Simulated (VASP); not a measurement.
Set up this calculation in VASP 6.6.1, as the native input.

```
Task                   : single point
Functional             : PBE
Potentials or basis    : VASP PAW PBE potentials, release 64 (Os, O)
Cutoff                 : 520 eV
k mesh                 : 10 × 10 × 7
Occupations            : gaussian, width 0.05 eV
Spin                   : non-collinear spin, zero start, spin-orbit coupling
Starting moments       : [[0.0, 0.0, 0.0], [0.0, 0.0, 0.0]] μB
Dipole correction      : no
Further INCAR settings : ALGO = Normal; EDIFF = 1e-06; NBANDS = 26
```

The structure of OsO lies in POSCAR:

```
OsO
1.0
    3.3211167600      0.0000000000      0.0000000000
   -1.6605583800      2.8761714800      0.0000000000
    0.0000000000      0.0000000000      4.6590329000
Os O
1 1
Direct
    0.0000000000      0.0000000000      0.5000000000
    0.0000000000      0.0000000000      0.0000000000
```

These files were run (other wordings do the same):

INCAR

```
PREC     = Accurate       # precision mode
ENCUT    = 520            # plane-wave cutoff, eV
EDIFF    = 1E-6           # SCF threshold, eV
ISMEAR   = 0              # smearing method
SIGMA    = 0.05           # smearing width, eV
LREAL    = False          # projectors in reciprocal space
LASPH    = True           # aspherical terms in the spheres
NELM     = 150            # most SCF steps
ALGO     = Normal         # electronic algorithm
ISIF     = 2              # what is computed and relaxed
LWAVE    = False          # write WAVECAR
LCHARG   = False          # write CHGCAR
MAGMOM   = 0 0 0 0 0 0    # initial moments
LORBIT   = 11             # projections on sites
LSORBIT  = True           # spin-orbit coupling
GGA_COMPAT= False        
LORBMOM  = True         
LMAXMIX  = 4              # l up to which the mixer works
GGA      = PE             # functional
NBANDS   = 26             # bands
```

KPOINTS

```
Automatic mesh
0
Gamma
  10 10 7
```

Potentials or basis: VASP PAW PBE potentials, release 64 (Os, O).

The run is started by

```console
$ cat potpaw_PBE.64/Os/POTCAR potpaw_PBE.64/O/POTCAR > POTCAR
$ mpirun -np 1 vasp_ncl > vasp.out
```

Results of the run:

```yaml
Pressure: -38.3 GPa
Net_moment: 0.00 μB per cell
Valence_electrons_inside_the_program's_atomic_spheres: Os 6.15; O 4.71
```

Caveat: the cell stands under tension.

It took 2.9 min on 1 thread of AMD EPYC 9R14 (Zen 4), on a shared host, peak memory 0.31 GiB.
